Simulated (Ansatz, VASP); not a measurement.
# Na2N: VASP beside Ansatz

```xyz
3
Lattice="3.7092 0.0000 0.0000 -1.8546 3.2122 0.0000 0.0000 0.0000 5.4329" Properties=species:S:1:pos:R:3 pbc="T T T"
Na    0.0000    2.1415    1.0904
Na    1.8546    1.0707    4.3426
N     0.0000    0.0000    0.0000
```

Change from the starting cell: species swapped into the HfTe2 type (P-3m1, No. 164).

Alike in both runs: functional PBE; k mesh 15 × 15 × 8; occupations gaussian, width 0.1 eV; no spin polarisation.

Ansatz relaxed the structure, and its values are those at the end. VASP's run is a single point on that final structure, the one shown.

|  | VASP | Ansatz |
| --- | --- | --- |
| version | VASP 6.6.1 | Ansatz 0.2.0 |
| potentials or method | VASP PAW PBE potentials, release 64 (Na_pv, N), cutoff 520 eV | scalar-relativistic, plane waves, PAW |
| valence electrons in the cell | 19 | 23 |

```tsv
	VASP	Ansatz	Ansatz less VASP
gap on the k mesh at the Fermi level (eV)	none	none	-
pressure (GPa)	0.0	0.0	-0.05
rms of the force components (eV/Å)	0.004	0.000	-0.0037
```

A gap of «none» marks a metal or a gap that the smearing closes. VASP's potentials hold 19 valence electrons a cell and Ansatz's 23, so a difference there can come from the potentials and not from the codes.
